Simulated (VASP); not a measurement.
Here is a VASP 6.6.1 calculation.

File INCAR:

```
SYSTEM = MoH5
  ALGO = Normal
  EDIFF = 1E-6
  EDIFFG = -0.04
  ENCUT = 600
  GGA = PE
  IBRION = 2
  ISIF = 3
  ISMEAR = 0
  LASPH = .TRUE.
  LCHARG = .FALSE.
  LREAL = .FALSE.
  LWAVE = .FALSE.
  NELM = 100
  NSW = 90
  PREC = Accurate
  SIGMA = 0.1
```

Contents of KPOINTS:

```
k-points
0
G
  6 6 4
  0 0 0
```

The input POSCAR:

```
MoH5
1.0
    3.4225377400      0.0000000000      0.0000000000
   -1.7112688700      2.9640046300      0.0000000000
    0.0000000000      0.0000000000      5.7326012100
H Mo
5 1
Direct
    0.3333333300      0.6666666700      0.5000000000
    0.6666666700      0.3333333300      0.5000000000
    0.0000000000      0.0000000000      0.3381526800
    0.0000000000      0.0000000000      0.6618473200
    0.0000000000      0.0000000000      0.5000000000
    0.0000000000      0.0000000000      0.0000000000
```

Potentials or basis: VASP PAW PBE potentials, release 64 (H, Mo_sv).

The run is started by

```bash
$ cat potpaw_PBE.64/H/POTCAR potpaw_PBE.64/Mo_sv/POTCAR > POTCAR
$ mpirun -np 1 vasp_std > vasp.out
```

Question: Predict the relaxed cell.

Answer: a = 2.591 Å, b = 2.591 Å, c = 6.565 Å, α = 90.00°, β = 90.00°, γ = 120.00°.

Question: Predict the relaxed volume.

Answer: 6.36 Å³/atom.

Final structure:
```
CELL_PARAMETERS angstrom
2.59084 0.00000 0.00000
-1.29542 2.24373 0.00000
0.00000 0.00000 6.56511
ATOMIC_POSITIONS crystal
H 0.33333 0.66667 0.50000
H 0.66667 0.33333 0.50000
H 0.00000 0.00000 0.27963
H 0.00000 0.00000 0.72037
H 0.00000 0.00000 0.50000
Mo 0.00000 0.00000 0.00000
```

Caveat: the volume moved by over 15 % at a fixed basis, so the end points are rough.
